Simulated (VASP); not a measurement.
# Ti4C5 in VASP: single point with r2SCAN

Aim: the single point of Ti4C5 with r2SCAN.

Program: VASP 6.6.1. These are calculated values, not measurements. Logs are shortened: lines on timing, memory, paths and dates and some standing lists are left out, and cuts for length are marked.

## (1) The cell of the first run

The cell holds a slab with vacuum, 9 atoms: a = 3.060 Å, b = 3.060 Å, c = 27.746 Å, α = 90.00°, β = 90.00°, γ = 120.00°.

## (2) Single point, r2SCAN

The input, POSCAR:

```
Ti4C5
1.0
    3.0603581490      0.0000000000      0.0000000000
   -1.5301790745      2.6503479017      0.0000000000
    0.0000000000      0.0000000000     27.7457018777
C Ti
5 4
Direct
    0.3333333333      0.6666666667      0.3063537566
    0.0000000000      0.0000000000      0.3964135423
    0.6666666667      0.3333333333      0.4864946017
    0.3333333333      0.6666666667      0.5792580209
    0.6666666667      0.3333333333      0.6876047263
    0.6666666667      0.3333333333      0.3513836495
    0.3333333333      0.6666666667      0.4414434351
    0.0000000000      0.0000000000      0.5295768640
    0.6666666667      0.3333333333      0.6163519840
```

The input, INCAR.step1:

```
SYSTEM = Ti4C5
  PREC = Accurate
  ENCUT = 520
  ISMEAR = 0
  SIGMA = 0.1
  LREAL = .False.
  LASPH = .True.
  NELM = 60
  LDIPOL = .True.
  IDIPOL = 3
  DIPOL = 0.5 0.5 0.488
  NBANDS = 44
  GGA = PE
  ALGO = Normal
  EDIFF = 1E-4
  LWAVE = .True.
  LCHARG = .False.
```

The input, INCAR.step2:

```
SYSTEM = Ti4C5
  PREC = Accurate
  ENCUT = 520
  EDIFF = 1E-6
  ISMEAR = 0
  SIGMA = 0.1
  LREAL = .False.
  LASPH = .True.
  NELM = 60
  ALGO = Normal
  ISIF = 2
  LWAVE = .False.
  LCHARG = .True.
  LDIPOL = .True.
  IDIPOL = 3
  DIPOL = 0.5 0.5 0.488
  METAGGA = R2SCAN
  LMIXTAU = .True.
  LELF = .True.
  LVHAR = .True.
  LVACPOTAV = .True.
  NBANDS = 44
  ISTART = 1
```

The input, KPOINTS:

```
Automatic mesh
0
Gamma
  12 12 1
  0 0 0
```

Potentials or basis: VASP PAW PBE potentials, release 64 (C, Ti_sv).

Launch:

```sh
$ cat potpaw_PBE.64/C/POTCAR potpaw_PBE.64/Ti_sv/POTCAR > POTCAR
$ cp INCAR.step1 INCAR
$ mpirun -np 1 vasp_std > vasp.out
$ cp INCAR.step2 INCAR
$ mpirun -np 1 vasp_std > vasp.out
```

OUTCAR:

```text
SYSTEM = Ti4C5
   PREC = Accurate
   ENCUT = 520
   EDIFF = 1E-6
   ISMEAR = 0
   LREAL = .False.
   LASPH = .True.
   NELM = 60
   ISIF = 2
   METAGGA = R2SCAN
   ISTART = 1

 ion  position               nearest neighbor table
   1  0.333  0.667  0.306-   6 2.16   6 2.16   6 2.16
   2  0.000  0.000  0.396-   7 2.16   6 2.16   7 2.16   6 2.16   7 2.16   6 2.16
   3  0.667  0.333  0.486-   8 2.13   8 2.13   8 2.13   7 2.16   7 2.16   7 2.16
   4  0.333  0.667  0.579-   9 2.04   9 2.04   9 2.04   8 2.24   8 2.24   8 2.24
   5  0.667  0.333  0.688-   9 1.98
   6  0.667  0.333  0.351-   2 2.16   2 2.16   2 2.16   1 2.16   1 2.16   1 2.16
   7  0.333  0.667  0.441-   2 2.16   2 2.16   2 2.16   3 2.16   3 2.16   3 2.16
   8  0.000  0.000  0.530-   3 2.13   3 2.13   3 2.13   4 2.24   4 2.24   4 2.24
   9  0.667  0.333  0.616-   5 1.98   4 2.04   4 2.04   4 2.04

  LATTYP: Found a hexagonal cell.
 ALAT       =     3.0603581490
 C/A-ratio  =     9.0661617127

  Lattice vectors:

 A1 = (   3.0603581490,   0.0000000000,   0.0000000000)
 A2 = (  -1.5301790745,   2.6503479017,   0.0000000000)
 A3 = (   0.0000000000,   0.0000000000,  27.7457018777)

Analysis of symmetry for initial positions (statically):
=====================================================================
 Subroutine PRICEL returns:
 Original cell was already a primitive cell.

 Routine SETGRP: Setting up the symmetry group for a
 hexagonal supercell.

 Subroutine GETGRP returns: Found  6 space group operations
 (whereof  6 operations were pure point group operations)
 out of a pool of 24 trial point group operations.

The static configuration has the point symmetry C_3v.

Analysis of symmetry for dynamics (positions and initial velocities):
=====================================================================
 Subroutine PRICEL returns:
 Original cell was already a primitive cell.

 Routine SETGRP: Setting up the symmetry group for a
 hexagonal supercell.

 Subroutine GETGRP returns: Found  6 space group operations
 (whereof  6 operations were pure point group operations)
 out of a pool of 24 trial point group operations.

The dynamic configuration has the point symmetry C_3v.

 Subroutine INISYM returns: Found  6 space group operations
 (whereof  6 operations are pure point group operations),
 and found     1 'primitive' translations

----------------------------------------------------------------------------------------

                                     Primitive cell

  volume of cell :     225.0458

  direct lattice vectors                    reciprocal lattice vectors
     3.060358149  0.000000000  0.000000000     0.326759141  0.188654478  0.000000000
    -1.530179074  2.650347902  0.000000000     0.000000000  0.377308956  0.000000000
     0.000000000  0.000000000 27.745701878     0.000000000  0.000000000  0.036041618

  length of vectors
     3.060358149  3.060358149 27.745701878     0.377308956  0.377308956  0.036041618

  position of ions in fractional coordinates (direct lattice)
     0.333333333  0.666666667  0.306353757
     0.000000000  0.000000000  0.396413542
     0.666666667  0.333333333  0.486494602
     0.333333333  0.666666667  0.579258021
     0.666666667  0.333333333  0.687604726
     0.666666667  0.333333333  0.351383650
     0.333333333  0.666666667  0.441443435
     0.000000000  0.000000000  0.529576864
     0.666666667  0.333333333  0.616351984

  ion indices of the primitive-cell ions
   primitive index   ion index
                 1           1
                 2           2
                 3           3
                 4           4
                 5           5
                 6           6
                 7           7
                 8           8
                 9           9

----------------------------------------------------------------------------------------

 KPOINTS: Automatic mesh

Automatic generation of k-mesh.
 Grid dimensions read from file:
 generate k-points for:   12   12    1

 Generating k-lattice:

  Cartesian coordinates                     Fractional coordinates (reciprocal lattice)
     0.027229928  0.015721207  0.000000000     0.083333333  0.000000000  0.000000000
     0.000000000  0.031442413  0.000000000     0.000000000  0.083333333  0.000000000
     0.000000000  0.000000000  0.036041618     0.000000000  0.000000000  1.000000000

  Length of vectors
     0.031442413  0.031442413  0.036041618

  Shift w.r.t. Gamma in fractional coordinates (k-lattice)
     0.000000000  0.000000000  0.000000000

 Subroutine IBZKPT returns following result:
 ===========================================

 Found     19 irreducible k-points:

 Following reciprocal coordinates:
            Coordinates               Weight
  0.000000  0.000000  0.000000      1.000000
  0.083333  0.000000  0.000000      6.000000
  0.166667  0.000000  0.000000      6.000000
  0.250000  0.000000  0.000000      6.000000
  0.333333 -0.000000  0.000000      6.000000
  0.416667 -0.000000  0.000000      6.000000
[... 11 lines left out ...]
  0.333333  0.250000  0.000000     12.000000
  0.333333  0.333333  0.000000      2.000000
   k-points           NKPTS =     19   k-points in BZ     NKDIM =     19   number of bands    NBANDS=     44
   number of dos      NEDOS =    301   number of ions     NIONS =      9
   total plane-waves  NPLWV = 120960
   dimension x,y,z NGX =    24 NGY =   24 NGZ =  210
   dimension x,y,z NGXF=    48 NGYF=   48 NGZF=  420
   ions per type =               5   4
   NGX,Y,Z   is equivalent  to a cutoff of  13.04, 13.04, 12.58 a.u.
   NGXF,Y,Z  is equivalent  to a cutoff of  26.07, 26.07, 25.17 a.u.
 SYSTEM =  Ti4C5
   PREC   = accura    normal or accurate (medium, high low for compatibility)
   ISTART =      1    job   : 0-new  1-cont  2-samecut
   ICHARG =      0    charge: 1-file 2-atom 10-const
   ISPIN  =      1    spin polarized calculation?
   LNONCOLLINEAR =      F non collinear calculations
   LSORBIT =      F    spin-orbit coupling
   LASPH  =      T    aspherical Exc in radial PAW
   ENCUT  =  520.0 eV  38.22 Ry    6.18 a.u.   5.69  5.69 51.59*2*pi/ulx,y,z
   NELM   =     60;   NELMIN=  2; NELMDL=  0     # of ELM steps
   EDIFF  = 0.1E-05   stopping-criterion for ELM
   LREAL  =      F    real-space projection
   EDIFFG = 0.1E-04   stopping-criterion for IOM
   NSW    =      0    number of steps for IOM
   IBRION =     -1    ionic relax: 0-MD 1-quasi-New 2-CG
   NFREE  =      0    steps in history (QN), initial steepest desc. (CG)
   ISIF   =      2    stress and relaxation
   ISYM   =      2    0-nonsym 1-usesym 2-fastsym
   POTIM  = 0.5000    time-step for ionic-motion
   TEBEG  =    0.0;   TEEND  =   0.0 temperature during run
   PSTRESS=    0.0 pullay stress
   NELECT =      68.0000    total number of electrons
   NUPDOWN=      -1.0000    fix difference up-down
   EMIN   =  10.00;   EMAX   =-10.00  energy-range for DOS
   EFERMI =   0.00;   METHOD = LEGACY
   ISMEAR =     0;   SIGMA  =   0.10  broadening in eV -4-tet -1-fermi 0-gaus
   EFERMI_NEDOS =   21; number of points for ismear=-14 and -15
   IALGO  =     38    algorithm
   IMIX   =      4    mixing-type and parameters
     AMIX     =   0.40;   BMIX     =  1.00
     AMIX_MAG =   1.60;   BMIX_MAG =  1.00
  volume/ion in A,a.u.               =      25.01       168.74
  Fermi-wavevector in a.u.,A,eV,Ry     =   1.098553  2.075963 16.419753  1.206818
  Thomas-Fermi vector in A             =   2.234932
   LORBIT       =      0    0 simple, 1 ext, 2 COOP (PROOUT), +10 PAW based schemes
   METAGGA = R2SCAN    functional components
   LHFCALC =     F    Hartree Fock is set to
   AEXX    =    0.0000 exact exchange contribution
   IVDW    =     0    specifies the selected vdW correction
   LEPSILON=     F    determine dielectric tensor
   LRPA    =     F    only Hartree local field effects (RPA)
 non-spin polarized calculation
 Gauss-broadening in eV      SIGMA  =   0.10
  energy-cutoff  :      520.00
  volume of cell :      225.05
 maximum number of plane-waves:      6082
 NGX is ok and might be reduce to    24
   NGX = 11   NGY = 11   NGZ =103

 dipolmoment           0.000000      0.000000     -0.010388 electrons x Angstroem

 number of electron      67.9999992 magnetization

 dipolmoment           0.000000      0.000000      0.023369 electrons x Angstroem

 Free energy of the ion-electron system (eV)
  ---------------------------------------------------
  ext. energy  EPLUGINS =         0.00000000
  ---------------------------------------------------
  free energy    TOTEN  =       -98.73012114 eV

  energy without entropy =      -98.69769426  energy(sigma->0) =      -98.71390770

 E-fermi :  -0.5915     XC(G=0):  -6.0791

 val. band max:       -0.6549594125   @ k =   0.0000   0.0000   0.0000
 cond. band min:      -0.5553301318   @ k =   0.2500   0.1667   0.0000
 fundamental gap:      0.0996292807
 Fermi energy:        -0.5914897763

 k-point     1 :       0.0000    0.0000    0.0000
  band No.  band energies     occupation
      1     -59.7978      2.00000
      2     -59.6792      2.00000
      3     -59.2145      2.00000
      4     -59.0810      2.00000
      5     -35.1944      2.00000
      6     -34.8996      2.00000
[... 36 lines left out ...]
     43       2.2306      0.00000
     44       2.3826      0.00000

 k-point     2 :       0.0833    0.0000    0.0000
  band No.  band energies     occupation
      1     -59.7942      2.00000
      2     -59.6760      2.00000
      3     -59.2111      2.00000
      4     -59.0776      2.00000
      5     -35.1853      2.00000
      6     -34.9069      2.00000
[... 791 lines left out ...]
 k-point    19 :       0.3333    0.3333    0.0000
  band No.  band energies     occupation
      1     -59.7361      2.00000
      2     -59.6256      2.00000
      3     -59.1570      2.00000
      4     -59.0238      2.00000
      5     -35.1296      2.00000
      6     -35.1182      2.00000
[... 36 lines left out ...]
     43       2.6130      0.00000
     44       3.1653      0.00000

------------------------ aborting loop because EDIFF is reached ----------------------------------------

  FORCE on cell =-STRESS in cart. coord.  units (eV):
  Direction    XX          YY          ZZ          XY          YZ          ZX
  --------------------------------------------------------------------------------------
  -------------------------------------------------------------------------------------
  Total       -0.7451223     -0.7451223     -0.2026017      0.0000000      0.0000000     -0.0000000
  in kB       -5.3047787     -5.3047787     -1.4423904      0.0000000      0.0000000     -0.0000000
  external PRESSURE =      -4.0173159 kB  Pullay stress =       0.0000000 kB

 VOLUME and BASIS-vectors are now :
 -----------------------------------------------------------------------------
  energy-cutoff  :      520.00
  volume of cell :      225.05
      direct lattice vectors                 reciprocal lattice vectors
     3.060358149  0.000000000  0.000000000     0.326759141  0.188654478  0.000000000
    -1.530179074  2.650347902  0.000000000     0.000000000  0.377308956  0.000000000
     0.000000000  0.000000000 27.745701878     0.000000000  0.000000000  0.036041618

 POSITION                                       TOTAL-FORCE (eV/Angst)
 -----------------------------------------------------------------------------------
     -0.00000      1.76690      8.50000        -0.000000      0.000000      0.955406
      0.00000      0.00000     10.99877        -0.000000      0.000000     -0.306975
      1.53018      0.88345     13.49813         0.000000      0.000000      0.170025
     -0.00000      1.76690     16.07192         0.000000     -0.000000     -0.783400
      1.53018      0.88345     19.07808         0.000000     -0.000000      0.044504
      1.53018      0.88345      9.74939        -0.000000      0.000000     -0.745508
     -0.00000      1.76690     12.24816         0.000000      0.000000     -0.138502
      0.00000      0.00000     14.69348        -0.000000      0.000000      0.104064
      1.53018      0.88345     17.10112        -0.000000      0.000000      0.700387
 -----------------------------------------------------------------------------------
    total drift:                               -0.000001      0.000001     -0.007078

  FREE ENERGIE OF THE ION-ELECTRON SYSTEM (eV)
  ---------------------------------------------------
  free  energy   TOTEN  =       -98.7301211410 eV

  energy  without entropy=      -98.6976942644  energy(sigma->0) =      -98.71390770

 vacuum level on the upper side and lower side of the slab         6.823         6.301
```

Run time: 10 min. Hardware: 1 thread of Intel Xeon 6975P-C (Granite Rapids), shared host; peak memory 0.46 GiB.

What came out:

| Property | Result |
| --- | --- |
| Free energy | -98.7301 eV |
| Largest force | 0.955 eV/Å |
| Band gap on the k mesh | zero (bands 34 and 35 overlap by 0.80 eV) |

Forces in eV/Å, atoms in the order of the input:
```
C    0.000  0.000  0.955
C    0.000  0.000 -0.307
C    0.000  0.000  0.170
C    0.000  0.000 -0.783
C    0.000  0.000  0.045
Ti   0.000  0.000 -0.746
Ti   0.000  0.000 -0.139
Ti   0.000  0.000  0.104
Ti   0.000  0.000  0.700
```

Levels at points of the mesh, in eV from the Fermi level:
| k point | band 32 | band 33 | band 34 | band 35 | band 36 | band 37 |
| --- | --- | --- | --- | --- | --- | --- |
| (0.00, 0.00, 0.00) | -0.06 | 0.51 | 0.51 | 1.03 | 1.03 | 1.56 |
| (0.50, 0.00, 0.00) | -1.41 | -1.40 | -0.08 | 0.23 | 0.45 | 1.54 |

Caveat: the PAW data sets were made with another functional, which shifts forces and pressure a little.
